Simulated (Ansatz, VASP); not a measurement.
**Two plane-wave programs on LiSi2B3**

```
Li Si B
1.0
     7.88712   -1.61763    0.01371
     7.88712    1.61763    0.01371
    -0.58772    0.00000    5.64220
Li Si B
2 4 6
Direct
  0.42616 0.57384 0.00000
  0.97193 0.02807 0.50000
  0.87304 0.85582 0.78207
  0.38192 0.35625 0.28512
  0.64375 0.61808 0.71488
  0.14418 0.12696 0.21793
  0.04083 0.51629 0.49097
  0.53619 0.02025 0.02518
  0.48371 0.95917 0.50903
  0.97975 0.46381 0.97482
  0.28348 0.26295 0.75617
  0.73705 0.71652 0.24383
```

Change from the starting cell: the structure that the rattled cell fell into.

Alike in both runs: functional PBE; k mesh 12 × 12 × 8; occupations gaussian, width 0.1 eV; no spin polarisation.

Ansatz relaxed the structure, and its values are those at the end. VASP's run is a single point on that final structure, the one shown.

|  | VASP | Ansatz |
| --- | --- | --- |
| version | VASP 6.6.1 | Ansatz 0.2.0 |
| potentials or method | VASP PAW PBE potentials, release 64 (Li_sv, Si, B), cutoff 750 eV | scalar-relativistic, plane waves, PAW |
| valence electrons in the cell | 40 | 40 |

Ansatz gave:

* gap on the k mesh at the Fermi level (eV): none
* pressure (GPa): 0.0
* rms of the force components (eV/Å): 0.002

Task: Which values does VASP return?

Result: gap on the k mesh at the Fermi level (eV): none; pressure (GPa): 0.0; rms of the force components (eV/Å): 0.005.

A gap of «none» marks a metal or a gap that the smearing closes. With one functional, cell and mesh, what is left measures potentials, basis and numerics.
